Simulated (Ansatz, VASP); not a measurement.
**Two plane-wave programs on SnS2**

```xyz
3
Lattice="3.6686 0.0000 0.0000 -1.8343 3.1771 0.0000 0.0000 0.0000 5.8096" Properties=species:S:1:pos:R:3 pbc="T T T"
Sn    0.0000    0.0000    0.0000
S     0.0000    2.1181    1.4784
S     1.8343    1.0590    4.3313
```

Alike in both runs: task relaxation of cell and atoms; functional PBE; k mesh 9 × 9 × 6; occupations gaussian, width 0.02 eV; no spin polarisation.

```csv
,VASP,Ansatz
version,VASP 6.6.1,Ansatz 0.2.0
potentials or method,"VASP PAW PBE potentials, release 64 (Sn_d, S), cutoff 500 eV","scalar-relativistic, plane waves, PAW"
valence electrons in the cell,26,26
```

|  | VASP | Ansatz | Ansatz less VASP |
| --- | --- | --- | --- |
| gap on the k mesh at the Fermi level, each at its own relaxed structure (eV) | 1.58 | 1.60 | +0.014 |
| relaxed volume (Å³/atom) | 26.80 | 27.49 | +0.686 |
| relaxed length of the cell vector where the two differ most in proportion (Å) | 6.780 | 6.945 | +0.1646 |

Noted on VASP's run: the volume moved by over 15 % at a fixed basis, so the end points are rough.
